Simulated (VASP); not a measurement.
Set up this calculation in VASP 6.6.1, as the native input.

```
Task                   : single point
Functional             : PBE
Potentials or basis    : VASP PAW PBE potentials, release 64 (Li_sv, Cl)
Cutoff                 : 520 eV
k mesh                 : 9 × 9 × 4
Occupations            : gaussian, width 0.02 eV
Spin                   : no spin polarisation
Dipole correction      : no
Further INCAR settings : ALGO = Normal; EDIFF = 1e-06; NBANDS = 18
```

The structure of LiCl lies in POSCAR:

```
LiCl
1.0
    3.9253802425      0.0000000000      0.0000000000
   -1.9626901213      3.3994790095      0.0000000000
    0.0000000000      0.0000000000      6.2893910683
Li Cl
2 2
Direct
    0.6666666667      0.3333333333      0.8777889032
    0.3333333333      0.6666666667      0.3777889032
    0.6666666667      0.3333333333      0.4972120968
    0.3333333333      0.6666666667      0.9972120968
```

The input as run:

INCAR

```
SYSTEM = LiCl
PREC = Accurate ; ENCUT = 520
EDIFF = 1E-6 ; ISMEAR = 0
SIGMA = 0.02 ; LREAL = .False.
LASPH = .True. ; NELM = 100
ALGO = Normal ; ISIF = 2
LWAVE = .False. ; LCHARG = .False.
GGA = PE ; NBANDS = 18
```

KPOINTS

```
regular mesh
0
Gamma
  9 9 4
  0 0 0
```

Potentials or basis: VASP PAW PBE potentials, release 64 (Li_sv, Cl).

Launch:

```bash
$ cat potpaw_PBE.64/Li_sv/POTCAR potpaw_PBE.64/Cl/POTCAR > POTCAR
$ mpirun -np 1 vasp_std > vasp.out
```

It gave:

The band gap on the k mesh is 5.94 eV, direct.

Run time: 32 s on 1 thread of Intel(R) Xeon(R) Platinum 8488C (Sapphire Rapids) (shared host), peak memory 0.2 GiB.
